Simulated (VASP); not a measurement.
A run of VASP 6.6.1:

INCAR

```
PREC = Accurate
ENCUT = 820
EDIFF = 1E-6
ISMEAR = 0
SIGMA = 0.05
LREAL = F
LASPH = T
NELM = 200
ALGO = Normal
ISIF = 2
LWAVE = F
LCHARG = F
ISPIN = 2
MAGMOM = 0 2 0 0
LORBIT = 11
LMAXMIX = 4
LDAU = T
LDAUTYPE = 2
LDAUL = -1 2 -1
LDAUU = 0 8 0
LDAUJ = 0 0 0
LDAUPRINT = 1
GGA = PE
NBANDS = 34
GGA_COMPAT = F
```

The input KPOINTS:

```
regular mesh
0
Gamma
  6 6 6
```

Contents of POSCAR:

```
NbCuS2
1.0
    1.8379937100      1.0611661600      6.6726185300
   -1.8379937100      1.0611661600      6.6726185300
    0.0000000000     -2.1223323200      6.6726185300
Cu Nb S
1 1 2
Direct
    0.5000000000      0.5000000000      0.5000000000
    0.0000000000      0.0000000000      0.0000000000
    0.2667000000      0.2667000000      0.2667000000
    0.7333000000      0.7333000000      0.7333000000
```

Potentials or basis: VASP PAW PBE potentials, release 64 (Cu_sv_GW, Nb_sv, S).

Launch:

```sh
$ cat potpaw_PBE.64/Cu_sv_GW/POTCAR potpaw_PBE.64/Nb_sv/POTCAR potpaw_PBE.64/S/POTCAR > POTCAR
$ mpirun -np 1 vasp_std > vasp.out
```

Hardware: 1 thread of Intel(R) Xeon(R) 6975P-C (Granite Rapids), with other jobs on the host.

Q: Estimate the wall time of this run.

A: It took 23 min on 1 thread of Intel(R) Xeon(R) 6975P-C (Granite Rapids), with other jobs on the host, peak memory 1.1 GiB. Counts: scf iterations 25, k points 32.
